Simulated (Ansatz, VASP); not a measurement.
One calculation of HgTe, two programs

The input INCAR:

```
SYSTEM = HgTe
PREC = Accurate
ENCUT = 600
EDIFF = 1E-6
ISMEAR = -1
SIGMA = 0.15
LREAL = .FALSE.
LASPH = .TRUE.
NELM = 60
ALGO = Normal
ISIF = 3
LWAVE = .FALSE.
LCHARG = .FALSE.
GGA = PS
IBRION = 2
NSW = 80
EDIFFG = -0.001
```

File KPOINTS:

```
regular mesh
0
G
  12 12 12
  0 0 0
```

The input POSCAR:

```
HgTe
1.0
    0.0000000000      3.2558862249      3.2558862249
    3.2558862249      0.0000000000      3.2558862249
    3.2558862249      3.2558862249      0.0000000000
Hg Te
1 1
Direct
    0.0000000000      0.0000000000      0.0000000000
    0.7500000000      0.7500000000      0.7500000000
```

Input for Ansatz:

```yaml
crystal:
  lattice:
    - [0.0, 3.255886225, 3.255886225]
    - [3.255886225, 0.0, 3.255886225]
    - [3.255886225, 3.255886225, 0.0]
  atoms:
    - { symbol: Hg, position: [0.0, 0.0, 0.0] }
    - { symbol: Te, position: [0.75, 0.75, 0.75] }
basis:
  ecutwfc: 420
kpoints:
  mp_grid: { grid: [12, 12, 12] }
hamiltonian:
  xc: pbesol
scf:
  occupations: { method: fermi_dirac, width: 0.15 }
output:
  forces: true
  stress: true
  eigenvalues: true
relax:
  adjacent_minimum: "off"
  f_tol: 0.001
  max_steps: 60
  cell: { stress_tol: 0.01 }
```

Alike in both runs: task relaxation of cell and atoms; functional PBEsol; k mesh 12 × 12 × 12; occupations fermi-dirac, width 0.15 eV; no spin polarisation.

|  | VASP | Ansatz |
| --- | --- | --- |
| version | VASP 6.6.1 | Ansatz 0.2.0 |
| potentials or method | VASP PAW PBE potentials, release 64 (Hg, Te), cutoff 600 eV | scalar-relativistic, plane waves, PAW |
| valence electrons in the cell | 18 | 36 |

Ansatz gave:

| Item | Value |
| --- | --- |
| gap on the k mesh at the Fermi level, each at its own relaxed structure (eV) | none |
| relaxed volume (Å³/atom) | 34.49 |
| relaxed cell length with the largest relative difference (Å) | 4.604 |

Which values does VASP return?

gap on the k mesh at the Fermi level, each at its own relaxed structure (eV): none; relaxed volume (Å³/atom): 34.61; relaxed cell length with the largest relative difference (Å): 4.609.

VASP's potentials were made for PBE, not for PBEsol. A gap of «none» marks a metal or a gap that the smearing closes. VASP's potentials hold 18 valence electrons a cell and Ansatz's 36, so a difference there can come from the potentials and not from the codes.

Neither program's run includes spin-orbit coupling.
